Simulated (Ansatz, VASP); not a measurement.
# One calculation of ZrC, two programs

File INCAR:

```
ALGO = Normal
EDIFF = 1E-7
ENCUT = 520
GGA = PS
ISIF = 2
ISMEAR = -1
LASPH = T
LCHARG = F
LREAL = F
LWAVE = F
NBANDS = 15
NELM = 60
PREC = Accurate
SIGMA = 0.05
```

The input KPOINTS:

```
k-points
0
Gamma
  15 15 15
```

The input POSCAR:

```
ZrC
1.0
    0.0000000000      2.3972142000      2.3502100000
    2.3972142000      0.0000000000      2.3502100000
    2.3972142000      2.3972142000      0.0000000000
Zr C
1 1
Direct
    0.5000000000      0.5000000000      0.5000000000
    0.0000000000      0.0000000000      0.0000000000
```

Input for Ansatz:

```yaml
crystal:
  lattice:
    - [0.0, 2.3972142, 2.35021]
    - [2.3972142, 0.0, 2.35021]
    - [2.3972142, 2.3972142, 0.0]
  atoms:
    - { symbol: Zr, position: [0.5, 0.5, 0.5] }
    - { symbol: C, position: [0.0, 0.0, 0.0] }
kpoints:
  mp_grid: { grid: [15, 15, 15] }
  band_path:
    path:
      - [0.0, 0.0, 0.0]
      - [0.0, 0.5, 0.5]
      - [0.25, 0.75, 0.5]
      - [0.0, 0.5, 0.0]
      - [0.0, 0.0, 0.0]
      - [0.5, 0.5, 0.0]
      - [0.38005, 0.61995, 0.0]
      - [-0.38005, 0.38005, 0.0]
      - [0.0, 0.0, 0.0]
    npoints: 5
scf:
  occupations: { method: fermi_dirac, width: 0.05 }
hamiltonian:
  xc: pbesol
  pseudopotentials: { kind: all_electron, lapw: { basis_error: 0.0005 } }
output:
  forces: true
  stress: true
  eigenvalues: true
```

Change from the starting cell: equal xx and yy strain of +2 %.

Alike in both runs: task single point; functional PBEsol; k mesh 15 × 15 × 15; occupations fermi-dirac, width 0.05 eV; no spin polarisation.

```csv
,VASP,Ansatz
version,VASP 6.6.1,Ansatz 0.2.0
potentials or method,"VASP PAW PBE potentials, release 64 (Zr_sv, C), cutoff 520 eV","all-electron LAPW, scalar-relativistic"
```

|  | VASP | Ansatz | Ansatz less VASP |
| --- | --- | --- | --- |
| pressure (GPa) | -12.0 | -12.3 | -0.26 |
| traceless stress, the component that is largest in VASP (GPa) | 4.03 | 3.99 | -0.039 |

VASP's potentials were made for PBE, not for PBEsol. Ansatz ran all-electron here, and VASP with PAW potentials.
